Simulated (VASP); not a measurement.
Sc, 2 atoms in the cell. It takes space group P6_3/mmc (No. 194, hexagonal). Conventional cell: a = 2.289 Å, b = 2.289 Å, c = 4.178 Å, α = 90.00°, β = 90.00°, γ = 120.00°. Within 3.0 Å of Sc (site symmetry -6m2) lie 12 Sc at 2.29 to 2.47 Å. 

```yaml
Program: VASP 6.6.1
Task: single point
Functional: LDA
Potentials_or_basis: VASP PAW LDA potentials, release 64 (Sc_sv)
Cutoff: 520 eV
k_mesh: 18 × 18 × 10
Occupations: fermi-dirac, width 0.05 eV
Spin: no spin polarisation
Dipole_correction: no
Further_INCAR_settings: ALGO = Normal; EDIFF = 1e-06; NBANDS = 18
```

Potentials or basis: VASP PAW LDA potentials, release 64 (Sc_sv).

Command:

```console
$ cat potpaw_LDA.64/Sc_sv/POTCAR > POTCAR
$ mpirun -np 1 vasp_std > vasp.out
```

Hardware: 1 thread of Intel(R) Xeon(R) Platinum 8259CL CPU @ 2.50GHz (Skylake/Cascade Lake) (shared host).

Problem. Estimate the wall time of this run.

Solution. Run time: 58 s on 1 thread of Intel(R) Xeon(R) Platinum 8259CL CPU @ 2.50GHz (Skylake/Cascade Lake), with other jobs on the host, peak memory 0.17 GiB. Counts: scf iterations 11, k points 222.
